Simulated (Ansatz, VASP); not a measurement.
## Two plane-wave programs on HgH3

Contents of INCAR:

```
SYSTEM = HgH3
PREC = Accurate ; ENCUT = 600
EDIFF = 1E-6 ; ISMEAR = 0
SIGMA = 0.1 ; LREAL = .False.
LASPH = .True. ; NELM = 100
ALGO = Normal ; ISIF = 3
LWAVE = .False. ; LCHARG = .False.
GGA = PE ; IBRION = 2
NSW = 90 ; EDIFFG = -0.04
```

The input KPOINTS:

```
Automatic mesh
0
Gamma
  6 6 4
  0 0 0
```

The input POSCAR:

```
HgH3
1.0
    3.5683061400      0.0000000000      0.0000000000
   -1.7841530700      3.0902437700      0.0000000000
    0.0000000000      0.0000000000      5.3848703800
Hg H
1 3
Direct
    0.0000000000      0.0000000000      0.0000000000
    0.3333333300      0.6666666700      0.0000000000
    0.6666666700      0.3333333300      0.0000000000
    0.0000000000      0.0000000000      0.5000000000
```

Input for Ansatz:

```yaml
crystal:
  lattice:
    - [3.56830614, 0.0, 0.0]
    - [-1.78415307, 3.09024377, 0.0]
    - [0.0, 0.0, 5.38487038]
  atoms:
    - { symbol: Hg, position: [0.0, 0.0, 0.0] }
    - { symbol: H, position: [0.33333333, 0.66666667, 0.0] }
    - { symbol: H, position: [0.66666667, 0.33333333, 0.0] }
    - { symbol: H, position: [0.0, 0.0, 0.5] }
basis:
  ecutwfc: 420
kpoints:
  mp_grid: { grid: [6, 6, 4] }
hamiltonian:
  xc: pbe
scf:
  occupations: { method: gaussian, width: 0.1 }
  lower_state_search: "off"
output:
  forces: true
  stress: true
  eigenvalues: true
relax:
  adjacent_minimum: "off"
  f_tol: 0.04
  max_steps: 70
  cell: { stress_tol: 0.4 }
```

Alike in both runs: task relaxation of cell and atoms; functional PBE; k mesh 6 × 6 × 4; occupations gaussian, width 0.1 eV; no spin polarisation.

```csv
,VASP,Ansatz
version,VASP 6.6.1,Ansatz 0.2.0
potentials or method,"VASP PAW PBE potentials, release 64 (Hg, H), cutoff 600 eV","scalar-relativistic, plane waves, PAW"
valence electrons in the cell,15,23
```

```tsv
	VASP	Ansatz	Ansatz less VASP
gap on the k mesh at the Fermi level, each at its own relaxed structure (eV)	none	none	-
relaxed volume (Å³/atom)	11.15	11.11	-0.036
relaxed cell length with the largest relative difference (Å)	3.725	3.721	-0.0043
```

A gap of «none» marks a metal or a gap that the smearing closes. VASP's potentials hold 15 valence electrons a cell and Ansatz's 23, so a difference there can come from the potentials and not from the codes.

Neither program's run includes spin-orbit coupling. Noted on VASP's run: the volume moved by over 15 % at a fixed basis, so the end points are rough.
